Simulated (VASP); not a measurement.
# H10CO5 in VASP: notebook

Runs on H10CO5. Level: PBE. Tasks: single point.

Everything below comes from runs of VASP 6.6.1. Logs are shortened: lines on timing, memory, paths and dates and some standing lists are left out, and cuts for length are marked.

## (1) The cell of the first run

The cell holds an amorphous packing of atoms, 16 atoms: a = 5.251 Å, b = 5.251 Å, c = 5.251 Å, α = 90.00°, β = 90.00°, γ = 90.00°.

## (2) Single point, PBE

File INCAR:

```
PREC = Accurate
ENCUT = 520
EDIFF = 1E-6
ISMEAR = -1
SIGMA = 0.02
LREAL = Auto
LASPH = True
NELM = 60
ALGO = Normal
ISIF = 2
LWAVE = False
LCHARG = True
GGA = PE
LELF = True
LVHAR = True
NBANDS = 36
```

File KPOINTS:

```
regular mesh
0
Gamma
  1 1 1
```

File POSCAR:

```
H10CO5
1.0
    5.2511710000      0.0000000000      0.0000000000
    0.0000000000      5.2511710000      0.0000000000
    0.0000000000      0.0000000000      5.2511710000
O H C
5 10 1
Direct
    0.5657214362      0.4231056273      1.0487565535
   -0.0381819598      0.5156754560      0.7437198293
    0.3818957714      0.6305260293      0.5101338349
    1.2030459492      1.0550027794      0.9307066938
    0.6543873738      0.0511885825      0.5020975322
    0.4614970642      0.3076075793      0.9557296839
    0.7065471682      0.4712282270      0.9369910064
    0.1407305152      0.5589419960      0.6768585521
   -0.1528420994      0.6198807847      0.6281075212
    0.4627920134      0.8035160158      0.5012405804
    0.4033766945      0.5560283602      0.3427235563
    1.1124185444      1.1533808364      0.8191125370
    1.1894489820      0.8852501661      0.8515053119
    0.9287642699      0.2057255420      0.2438122849
    0.6645946209     -0.0118830638      0.1221251412
    0.7359310904      0.0976353655      0.2793853028
```

Potentials or basis: VASP PAW PBE potentials, release 64 (O, H, C).

The run is started by

```
$ cat potpaw_PBE.64/O/POTCAR potpaw_PBE.64/H/POTCAR potpaw_PBE.64/C/POTCAR > POTCAR
$ mpirun -np 1 vasp_gam > vasp.out
```

OUTCAR:

```text
PREC = Accurate
   ENCUT = 520
   EDIFF = 1E-6
   ISMEAR = -1
   LREAL = Auto
   LASPH = True
   NELM = 60
   ISIF = 2
   GGA = PE

 ion  position               nearest neighbor table
   1  0.566  0.423  0.049-   6 0.95   7 0.98
   2  0.962  0.516  0.744-   9 1.02   8 1.03
   3  0.382  0.631  0.510-  11 0.97  10 1.00
   4  0.203  0.055  0.931-  12 0.91  13 0.99
   5  0.654  0.051  0.502-  16 1.27
   6  0.461  0.308  0.956-   1 0.95
   7  0.707  0.471  0.937-   1 0.98
   8  0.141  0.559  0.677-   2 1.03
   9  0.847  0.620  0.628-   2 1.02
  10  0.463  0.804  0.501-   3 1.00
  11  0.403  0.556  0.343-   3 0.97
  12  0.112  0.153  0.819-   4 0.91
  13  0.189  0.885  0.852-   4 0.99
  14  0.929  0.206  0.244-  16 1.18
  15  0.665  0.988  0.122-  16 1.07
  16  0.736  0.098  0.279-  15 1.07  14 1.18   5 1.27

  LATTYP: Found a simple cubic cell.
 ALAT       =     5.2511710000

  Lattice vectors:

 A1 = (   5.2511710000,   0.0000000000,   0.0000000000)
 A2 = (   0.0000000000,   5.2511710000,   0.0000000000)
 A3 = (   0.0000000000,   0.0000000000,   5.2511710000)

Analysis of symmetry for initial positions (statically):
=====================================================================
 Subroutine PRICEL returns:
 Original cell was already a primitive cell.

 Routine SETGRP: Setting up the symmetry group for a
 simple cubic supercell.

 Subroutine GETGRP returns: Found  1 space group operations
 (whereof  1 operations were pure point group operations)
 out of a pool of 48 trial point group operations.

The static configuration has the point symmetry C_1 .

Analysis of symmetry for dynamics (positions and initial velocities):
=====================================================================
 Subroutine PRICEL returns:
 Original cell was already a primitive cell.

 Routine SETGRP: Setting up the symmetry group for a
 simple cubic supercell.

 Subroutine GETGRP returns: Found  1 space group operations
 (whereof  1 operations were pure point group operations)
 out of a pool of 48 trial point group operations.

The dynamic configuration has the point symmetry C_1 .

 Subroutine INISYM returns: Found  1 space group operations
 (whereof  1 operations are pure point group operations),
 and found     1 'primitive' translations

----------------------------------------------------------------------------------------

                                     Primitive cell

  volume of cell :     144.8000

  direct lattice vectors                    reciprocal lattice vectors
     5.251171000  0.000000000  0.000000000     0.190433715  0.000000000  0.000000000
     0.000000000  5.251171000  0.000000000     0.000000000  0.190433715  0.000000000
     0.000000000  0.000000000  5.251171000     0.000000000  0.000000000  0.190433715

  length of vectors
     5.251171000  5.251171000  5.251171000     0.190433715  0.190433715  0.190433715

  position of ions in fractional coordinates (direct lattice)
     0.565721436  0.423105627  0.048756553
     0.961818040  0.515675456  0.743719829
     0.381895771  0.630526029  0.510133835
     0.203045949  0.055002779  0.930706694
     0.654387374  0.051188582  0.502097532
     0.461497064  0.307607579  0.955729684
     0.706547168  0.471228227  0.936991006
     0.140730515  0.558941996  0.676858552
     0.847157901  0.619880785  0.628107521
     0.462792013  0.803516016  0.501240580
     0.403376694  0.556028360  0.342723556
     0.112418544  0.153380836  0.819112537
     0.189448982  0.885250166  0.851505312
     0.928764270  0.205725542  0.243812285
     0.664594621  0.988116936  0.122125141
     0.735931090  0.097635365  0.279385303

  ion indices of the primitive-cell ions
   primitive index   ion index
                 1           1
                 2           2
                 3           3
                 4           4
                 5           5
                 6           6
                 7           7
                 8           8
                 9           9
                10          10
                11          11
                12          12
                13          13
                14          14
                15          15
                16          16

----------------------------------------------------------------------------------------

 KPOINTS: regular mesh

Automatic generation of k-mesh.
 Grid dimensions read from file:
 generate k-points for:    1    1    1

 Generating k-lattice:

  Cartesian coordinates                     Fractional coordinates (reciprocal lattice)
     0.190433715  0.000000000  0.000000000     1.000000000  0.000000000  0.000000000
     0.000000000  0.190433715  0.000000000     0.000000000  1.000000000  0.000000000
     0.000000000  0.000000000  0.190433715     0.000000000  0.000000000  1.000000000

  Length of vectors
     0.190433715  0.190433715  0.190433715

  Shift w.r.t. Gamma in fractional coordinates (k-lattice)
     0.000000000  0.000000000  0.000000000

 Subroutine IBZKPT returns following result:
 ===========================================

 Found      1 irreducible k-points:

 Following reciprocal coordinates:
            Coordinates               Weight
  0.000000  0.000000  0.000000      1.000000
   k-points           NKPTS =      1   k-points in BZ     NKDIM =      1   number of bands    NBANDS=     36
   number of dos      NEDOS =    301   number of ions     NIONS =     16
   total plane-waves  NPLWV =  64000
   dimension x,y,z NGX =    40 NGY =   40 NGZ =   40
   dimension x,y,z NGXF=    80 NGYF=   80 NGZF=   80
   ions per type =               5  10   1
   NGX,Y,Z   is equivalent  to a cutoff of  12.66, 12.66, 12.66 a.u.
   NGXF,Y,Z  is equivalent  to a cutoff of  25.33, 25.33, 25.33 a.u.
 SYSTEM =  unknown system
   PREC   = accura    normal or accurate (medium, high low for compatibility)
   ISTART =      0    job   : 0-new  1-cont  2-samecut
   ICHARG =      2    charge: 1-file 2-atom 10-const
   ISPIN  =      1    spin polarized calculation?
   LNONCOLLINEAR =      F non collinear calculations
   LSORBIT =      F    spin-orbit coupling
   LASPH  =      T    aspherical Exc in radial PAW
   ENCUT  =  520.0 eV  38.22 Ry    6.18 a.u.   9.76  9.76  9.76*2*pi/ulx,y,z
   NELM   =     60;   NELMIN=  2; NELMDL= -5     # of ELM steps
   EDIFF  = 0.1E-05   stopping-criterion for ELM
   LREAL  =      T    real-space projection
   EDIFFG = 0.1E-04   stopping-criterion for IOM
   NSW    =      0    number of steps for IOM
   IBRION =     -1    ionic relax: 0-MD 1-quasi-New 2-CG
   NFREE  =      0    steps in history (QN), initial steepest desc. (CG)
   ISIF   =      2    stress and relaxation
   ISYM   =      2    0-nonsym 1-usesym 2-fastsym
   POTIM  = 0.5000    time-step for ionic-motion
   TEBEG  =    0.0;   TEEND  =   0.0 temperature during run
   PSTRESS=    0.0 pullay stress
   NELECT =      44.0000    total number of electrons
   NUPDOWN=      -1.0000    fix difference up-down
   EMIN   =  10.00;   EMAX   =-10.00  energy-range for DOS
   EFERMI =   0.00;   METHOD = LEGACY
   ISMEAR =    -1;   SIGMA  =   0.02  broadening in eV -4-tet -1-fermi 0-gaus
   EFERMI_NEDOS =   21; number of points for ismear=-14 and -15
   IALGO  =     38    algorithm
   IMIX   =      4    mixing-type and parameters
     AMIX     =   0.40;   BMIX     =  1.00
     AMIX_MAG =   1.60;   BMIX_MAG =  1.00
  volume/ion in A,a.u.               =       9.05        61.07
  Fermi-wavevector in a.u.,A,eV,Ry     =   1.100617  2.079865 16.481524  1.211358
  Thomas-Fermi vector in A             =   2.237031
   LORBIT       =      0    0 simple, 1 ext, 2 COOP (PROOUT), +10 PAW based schemes
   GGA     = PE    functional components
[... 5 lines left out ...]
 non-spin polarized calculation
  energy-cutoff  :      520.00
  volume of cell :      144.80
 maximum number of plane-waves:      1944
 NGX is ok and might be reduce to    40
   NGX = 19   NGY = 19   NGZ = 19

 number of electron      44.0000001 magnetization

 Free energy of the ion-electron system (eV)
  ---------------------------------------------------
  ext. energy  EPLUGINS =         0.00000000
  ---------------------------------------------------
  free energy    TOTEN  =       -80.43200481 eV

  energy without entropy =      -80.43200481  energy(sigma->0) =      -80.43200481

 E-fermi :  -2.0251     XC(G=0):  -7.4859

 val. band max:       -2.5283302742   @ k =   0.0000   0.0000   0.0000
 cond. band min:       1.6784580158   @ k =   0.0000   0.0000   0.0000
 fundamental gap:      4.2067882900
 Fermi energy:        -2.0251476953

 k-point     1 :       0.0000    0.0000    0.0000
  band No.  band energies     occupation
      1     -22.3319      2.00000
      2     -21.9743      2.00000
      3     -21.6764      2.00000
      4     -21.2935      2.00000
      5     -20.8166      2.00000
      6     -11.7327      2.00000
      7     -10.0651      2.00000
      8      -9.5368      2.00000
      9      -9.2949      2.00000
     10      -8.9132      2.00000
     11      -7.6780      2.00000
     12      -7.0677      2.00000
     13      -6.4396      2.00000
     14      -6.3460      2.00000
     15      -5.9715      2.00000
     16      -5.7541      2.00000
     17      -4.4676      2.00000
     18      -3.7683      2.00000
     19      -3.7061      2.00000
     20      -3.4911      2.00000
     21      -3.4461      2.00000
     22      -2.5283      2.00000
     23       1.6785      0.00000
     24       2.3831      0.00000
     25       5.9878      0.00000
     26       6.3015      0.00000
     27       6.5489      0.00000
     28       7.0708      0.00000
     29       7.2098      0.00000
     30       7.9001      0.00000
     31       8.8443      0.00000
     32       9.1481      0.00000
     33       9.3237      0.00000
     34       9.7812      0.00000
 [bands above 34 left out]

------------------------ aborting loop because EDIFF is reached ----------------------------------------

  FORCE on cell =-STRESS in cart. coord.  units (eV):
  Direction    XX          YY          ZZ          XY          YZ          ZX
  --------------------------------------------------------------------------------------
  -------------------------------------------------------------------------------------
  Total       -0.1949971      1.1134381      0.4195045     -0.7880983      0.9585837      1.9728409
  in kB       -2.1575962     12.3199278      4.6417175     -8.7201210     10.6065006     21.8290167
  external PRESSURE =       4.9346830 kB  Pullay stress =       0.0000000 kB

 VOLUME and BASIS-vectors are now :
 -----------------------------------------------------------------------------
  energy-cutoff  :      520.00
  volume of cell :      144.80
      direct lattice vectors                 reciprocal lattice vectors
     5.251171000  0.000000000  0.000000000     0.190433715  0.000000000  0.000000000
     0.000000000  5.251171000  0.000000000     0.000000000  0.190433715  0.000000000
     0.000000000  0.000000000  5.251171000     0.000000000  0.000000000  0.190433715

 POSITION                                       TOTAL-FORCE (eV/Angst)
 -----------------------------------------------------------------------------------
      2.97070      2.22180      0.25603         0.162233      0.876783      1.415160
      5.05067      2.70790      3.90540        -0.244557      1.216401     -1.091205
      2.00540      3.31100      2.67880        -0.004283      0.513689      0.487950
      1.06623      0.28883      4.88730         1.821797     -2.625235      1.741165
      3.43630      0.26880      2.63660         0.514443      0.518615     -1.776869
      2.42340      1.61530      5.01870        -0.931225     -1.132777     -0.790138
      3.71020      2.47450      4.92030         0.612148     -0.000338     -0.131800
      0.73900      2.93510      3.55430        -0.688997     -0.260753     -0.122190
      4.44857      3.25510      3.29830         0.870188     -0.961761      0.829932
      2.43020      4.21940      2.63210        -0.062246      0.009103      0.053266
      2.11820      2.91980      1.79970         0.182135     -0.253755     -0.541225
      0.59033      0.80543      4.30130        -2.198018      2.430779     -2.284678
      0.99483      4.64860      4.47140         0.216221      0.346165      0.545073
      4.87710      1.08030      1.28030        -1.569657     -0.742294      0.558469
      3.48990      5.18877      0.64130        -0.558851     -0.460740     -1.121152
      3.86450      0.51270      1.46710         1.878668      0.526118      2.228243
 -----------------------------------------------------------------------------------
    total drift:                               -0.007341     -0.004261      0.013237

  FREE ENERGIE OF THE ION-ELECTRON SYSTEM (eV)
  ---------------------------------------------------
  free  energy   TOTEN  =       -80.4320048145 eV

  energy  without entropy=      -80.4320048145  energy(sigma->0) =      -80.43200481
```

Wall time 11 s (1 thread of Intel Xeon 6975P-C, shared host); peak memory 0.23 GiB.

Results:

```
Free energy            : -80.4320 eV
Pressure               : 0.5 GPa
Largest force          : 3.995 eV/Å
Band gap on the k mesh : 4.21 eV
```

Forces in eV/Å, atoms in the order of the input:
```
O    0.162  0.877  1.415
O   -0.245  1.216 -1.091
O   -0.004  0.514  0.488
O    1.822 -2.625  1.741
O    0.514  0.519 -1.777
H   -0.931 -1.133 -0.790
H    0.612  0.000 -0.132
H   -0.689 -0.261 -0.122
H    0.870 -0.962  0.830
H   -0.062  0.009  0.053
H    0.182 -0.254 -0.541
H   -2.198  2.431 -2.285
H    0.216  0.346  0.545
H   -1.570 -0.742  0.558
H   -0.559 -0.461 -1.121
C    1.879  0.526  2.228
```

Stress tensor (GPa, compression positive):
```
-0.22 -0.87  2.18
-0.87  1.23  1.06
 2.18  1.06  0.46
```

Levels at points of the mesh, in eV from the valence-band top:
```csv
k point,band 20,band 21,band 22,band 23,band 24,band 25
"(0.00, 0.00, 0.00)",-0.96,-0.92,0.00,4.21,4.91,8.52
```

Caveat: the k points lie up to 1.20 Å⁻¹ apart.

(Continued in part 2 of 2.)
